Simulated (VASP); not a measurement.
# Nb3Sn (Pm-3n) in VASP: single point with r2SCAN

Aim: the single point of Nb3Sn with r2SCAN.

Everything below comes from runs of VASP 6.6.1. Logs are shortened: lines on timing, memory, paths and dates and some standing lists are left out, and cuts for length are marked.

## 1. The cell of the first run

The structure is cubic, space group Pm-3n (No. 223). The conventional cell has a = 5.319 Å, b = 5.319 Å, c = 5.319 Å, α = 90.00°, β = 90.00°, γ = 90.00°. Nb (site symmetry -4m2) has 10 Nb at 2.66 to 3.26 Å and 4 Sn at 2.97 Å within 3.5 Å. Sn (site symmetry m-3) has 12 Nb at 2.97 Å within 3.9 Å.

## 2. Single point, r2SCAN

The input, POSCAR:

```
Nb3Sn
1.0
    5.3191375837      0.0000000000      0.0000000000
    0.0000000000      5.3191375837      0.0000000000
    0.0000000000      0.0000000000      5.3191375837
Nb Sn
6 2
Direct
    0.2500000000      0.0000000000      0.5000000000
    0.5000000000      0.7500000000      0.0000000000
    0.7500000000      0.0000000000      0.5000000000
    0.5000000000      0.2500000000      0.0000000000
    0.0000000000      0.5000000000      0.7500000000
    0.0000000000      0.5000000000      0.2500000000
    0.0000000000      0.0000000000      0.0000000000
    0.5000000000      0.5000000000      0.5000000000
```

The input, INCAR.step1:

```
SYSTEM = Nb3Sn
ALGO = Normal ; EDIFF = 1E-4
ENCUT = 520 ; GGA = PE
ISMEAR = 0 ; LASPH = .TRUE.
LCHARG = .FALSE. ; LREAL = .FALSE.
LWAVE = .TRUE. ; NBANDS = 63
NELM = 80 ; PREC = Accurate
SIGMA = 0.1
```

The input, INCAR.step2:

```
SYSTEM = Nb3Sn
ALGO = Normal ; EDIFF = 1E-7
ENCUT = 520 ; ISIF = 2
ISMEAR = 0 ; ISTART = 1
LASPH = .TRUE. ; LCHARG = .FALSE.
LMIXTAU = .TRUE. ; LREAL = .FALSE.
LWAVE = .FALSE. ; METAGGA = R2SCAN
NBANDS = 63 ; NELM = 80
PREC = Accurate ; SIGMA = 0.1
```

The input, KPOINTS:

```
k-points
0
G
  8 8 8
  0 0 0
```

Potentials or basis: VASP PAW PBE potentials, release 64 (Nb_sv, Sn_d).

Run with:

```console
> cat potpaw_PBE.64/Nb_sv/POTCAR potpaw_PBE.64/Sn_d/POTCAR > POTCAR
> cp INCAR.step1 INCAR
> mpirun -np 1 vasp_std > vasp.out
> cp INCAR.step2 INCAR
> mpirun -np 1 vasp_std > vasp.out
```

OUTCAR:

```text
SYSTEM = Nb3Sn
   EDIFF = 1E-7
   ENCUT = 520
   ISIF = 2
   ISMEAR = 0
   ISTART = 1
   LASPH = .TRUE.
   LREAL = .FALSE.
   METAGGA = R2SCAN
   NELM = 80
   PREC = Accurate

 ion  position               nearest neighbor table
   1  0.250  0.000  0.500-   3 2.66   3 2.66   8 2.97   7 2.97   8 2.97   7 2.97
   2  0.500  0.750  0.000-   4 2.66   4 2.66   8 2.97   8 2.97   7 2.97   7 2.97
   3  0.750  0.000  0.500-   1 2.66   1 2.66   8 2.97   7 2.97   8 2.97   7 2.97
   4  0.500  0.250  0.000-   2 2.66   2 2.66   8 2.97   8 2.97   7 2.97   7 2.97
   5  0.000  0.500  0.750-   6 2.66   6 2.66   8 2.97   7 2.97   7 2.97   8 2.97
   6  0.000  0.500  0.250-   5 2.66   5 2.66   8 2.97   7 2.97   7 2.97   8 2.97
   7  0.000  0.000  0.000-   1 2.97   2 2.97   3 2.97   4 2.97   5 2.97   6 2.97   1 2.97   3 2.97
                             5 2.97   6 2.97   2 2.97   4 2.97
   8  0.500  0.500  0.500-   1 2.97   2 2.97   3 2.97   4 2.97   5 2.97   6 2.97   2 2.97   4 2.97
                             1 2.97   3 2.97   5 2.97   6 2.97

  LATTYP: Found a simple cubic cell.
 ALAT       =     5.3191375837

  Lattice vectors:

 A1 = (   5.3191375837,   0.0000000000,   0.0000000000)
 A2 = (   0.0000000000,   5.3191375837,   0.0000000000)
 A3 = (   0.0000000000,   0.0000000000,   5.3191375837)

Analysis of symmetry for initial positions (statically):
=====================================================================
 Subroutine PRICEL returns:
 Original cell was already a primitive cell.

 Routine SETGRP: Setting up the symmetry group for a
 simple cubic supercell.

 Subroutine GETGRP returns: Found 48 space group operations
 (whereof 24 operations were pure point group operations)
 out of a pool of 48 trial point group operations.

The static configuration has the point symmetry T_h .
 The point group associated with its full space group is O_h .

Analysis of symmetry for dynamics (positions and initial velocities):
=====================================================================
 Subroutine PRICEL returns:
 Original cell was already a primitive cell.

 Routine SETGRP: Setting up the symmetry group for a
 simple cubic supercell.

 Subroutine GETGRP returns: Found 48 space group operations
 (whereof 24 operations were pure point group operations)
 out of a pool of 48 trial point group operations.

The dynamic configuration has the point symmetry T_h .
 The point group associated with its full space group is O_h .

 Subroutine INISYM returns: Found 48 space group operations
[... 115 lines left out ...]
   ISIF   =      2    stress and relaxation
   ISYM   =      2    0-nonsym 1-usesym 2-fastsym
   POTIM  = 0.5000    time-step for ionic-motion
   TEBEG  =    0.0;   TEEND  =   0.0 temperature during run
   PSTRESS=    0.0 pullay stress
   NELECT =     106.0000    total number of electrons
   NUPDOWN=      -1.0000    fix difference up-down
   EMIN   =  10.00;   EMAX   =-10.00  energy-range for DOS
   EFERMI =   0.00;   METHOD = LEGACY
   ISMEAR =     0;   SIGMA  =   0.10  broadening in eV -4-tet -1-fermi 0-gaus
   EFERMI_NEDOS =   21; number of points for ismear=-14 and -15
   IALGO  =     38    algorithm
   IMIX   =      4    mixing-type and parameters
     AMIX     =   0.40;   BMIX     =  1.00
     AMIX_MAG =   1.60;   BMIX_MAG =  1.00
  volume/ion in A,a.u.               =      18.81       126.95
  Fermi-wavevector in a.u.,A,eV,Ry     =   1.456584  2.752545 28.866627  2.121637
  Thomas-Fermi vector in A             =   2.573485
   LORBIT       =      0    0 simple, 1 ext, 2 COOP (PROOUT), +10 PAW based schemes
   METAGGA = R2SCAN    functional components
   LHFCALC =     F    Hartree Fock is set to
   AEXX    =    0.0000 exact exchange contribution
   IVDW    =     0    specifies the selected vdW correction
   LEPSILON=     F    determine dielectric tensor
   LRPA    =     F    only Hartree local field effects (RPA)
 non-spin polarized calculation
 Gauss-broadening in eV      SIGMA  =   0.10
  energy-cutoff  :      520.00
  volume of cell :      150.50
 maximum number of plane-waves:      4076
 NGX is ok and might be reduce to    40
   NGX = 19   NGY = 19   NGZ = 19

 number of electron     106.0000036 magnetization

 Free energy of the ion-electron system (eV)
  ---------------------------------------------------
  ext. energy  EPLUGINS =         0.00000000
  ---------------------------------------------------
  free energy    TOTEN  =      -200.36327797 eV

  energy without entropy =     -200.29656298  energy(sigma->0) =     -200.32992048

 E-fermi :  11.1285     XC(G=0): -13.3724

 val. band max:       11.1200454998   @ k =   0.1250   0.0000   0.0000
 cond. band min:      11.1285101626   @ k =   0.3750   0.3750   0.0000
 fundamental gap:      0.0084646628
 Fermi energy:        11.1284920305

 k-point     1 :       0.0000    0.0000    0.0000
  band No.  band energies     occupation
      1     -45.3057      2.00000
      2     -45.2315      2.00000
      3     -45.2315      2.00000
      4     -45.0064      2.00000
      5     -45.0064      2.00000
      6     -45.0064      2.00000
[... 1573 lines left out ...]
     62      13.8489      0.00000
     63      13.9327      0.00000

 [... further k-points ...]

------------------------ aborting loop because EDIFF is reached ----------------------------------------

  FORCE on cell =-STRESS in cart. coord.  units (eV):
  Direction    XX          YY          ZZ          XY          YZ          ZX
  --------------------------------------------------------------------------------------
  -------------------------------------------------------------------------------------
  Total       -1.4373007     -1.4373007     -1.4373007     -0.0000000     -0.0000000     -0.0000000
  in kB      -15.3015192    -15.3015192    -15.3015192     -0.0000000     -0.0000000     -0.0000000
  external PRESSURE =     -15.3015192 kB  Pullay stress =       0.0000000 kB

 VOLUME and BASIS-vectors are now :
 -----------------------------------------------------------------------------
  energy-cutoff  :      520.00
  volume of cell :      150.50
      direct lattice vectors                 reciprocal lattice vectors
     5.319137584  0.000000000  0.000000000     0.188000401  0.000000000  0.000000000
     0.000000000  5.319137584  0.000000000     0.000000000  0.188000401  0.000000000
     0.000000000  0.000000000  5.319137584     0.000000000  0.000000000  0.188000401

 POSITION                                       TOTAL-FORCE (eV/Angst)
 -----------------------------------------------------------------------------------
      1.32978      0.00000      2.65957         0.000000      0.000000      0.000000
      2.65957      3.98935      0.00000        -0.000000      0.000000     -0.000000
      3.98935      0.00000      2.65957        -0.000000      0.000000     -0.000000
      2.65957      1.32978      0.00000         0.000000     -0.000000      0.000000
      0.00000      2.65957      3.98935         0.000000     -0.000000      0.000000
      0.00000      2.65957      1.32978        -0.000000     -0.000000     -0.000000
      0.00000      0.00000      0.00000         0.000000     -0.000000      0.000000
      2.65957      2.65957      2.65957         0.000000     -0.000000      0.000000
 -----------------------------------------------------------------------------------
    total drift:                                0.000000     -0.000000      0.000000

  FREE ENERGIE OF THE ION-ELECTRON SYSTEM (eV)
  ---------------------------------------------------
  free  energy   TOTEN  =      -200.3632779706 eV

  energy  without entropy=     -200.2965629824  energy(sigma->0) =     -200.32992048
```

OSZICAR.step1:

```text
N       E                     dE             d eps       ncg     rms          rms(c)
DAV:   1     0.182221288319E+04    0.18222E+04   -0.51708E+04  4652   0.224E+03
DAV:   2     0.219534857136E+03   -0.16027E+04   -0.15697E+04  4466   0.833E+02
DAV:   3    -0.386818872135E+02   -0.25822E+03   -0.24889E+03  5797   0.282E+02
DAV:   4    -0.705075723184E+02   -0.31826E+02   -0.30934E+02  6668   0.857E+01
DAV:   5    -0.733225598026E+02   -0.28150E+01   -0.27832E+01  7980   0.222E+01    0.174E+01
DAV:   6    -0.706078708925E+02    0.27147E+01   -0.97833E+00  6485   0.156E+01    0.567E+00
DAV:   7    -0.703816794771E+02    0.22619E+00   -0.18852E+00  6972   0.684E+00    0.264E+00
DAV:   8    -0.703875078633E+02   -0.58284E-02   -0.25483E-01  7070   0.265E+00    0.609E-01
DAV:   9    -0.703883027746E+02   -0.79491E-03   -0.42264E-02  6932   0.111E+00    0.382E-01
DAV:  10    -0.703889934555E+02   -0.69068E-03   -0.69375E-03  7055   0.390E-01    0.613E-02
DAV:  11    -0.703889661342E+02    0.27321E-04   -0.67451E-04  5444   0.145E-01
   1 F= -.70388966E+02 E0= -.70351861E+02  d E =-.742104E-01
```

Wall time 12 min (1 thread of Intel Xeon Platinum 8375C at 2.90GHz (Ice Lake), shared host); peak memory 0.42 GiB.

Results:

```
Free energy            : -200.3633 eV
Pressure               : -1.5 GPa
Band gap on the k mesh : zero (bands 53 and 54 overlap by 0.63 eV)
```

Levels at points of the mesh, in eV from the Fermi level:
```csv
k point,band 51,band 52,band 53,band 54,band 55,band 56
"(0.00, 0.00, 0.00)",-0.61,-0.61,-0.05,-0.05,2.57,2.57
"(0.50, 0.00, 0.00)",-0.90,-0.90,-0.42,-0.42,1.58,1.58
"(0.50, 0.50, 0.00)",0.10,0.21,0.21,0.64,0.64,0.68
"(0.50, 0.50, 0.50)",0.07,0.07,0.07,0.07,0.11,0.11
```

Caveat: the PAW data sets were made with another functional, which shifts forces and pressure a little; spin-orbit coupling is left out, which moves the levels of the heavy elements.
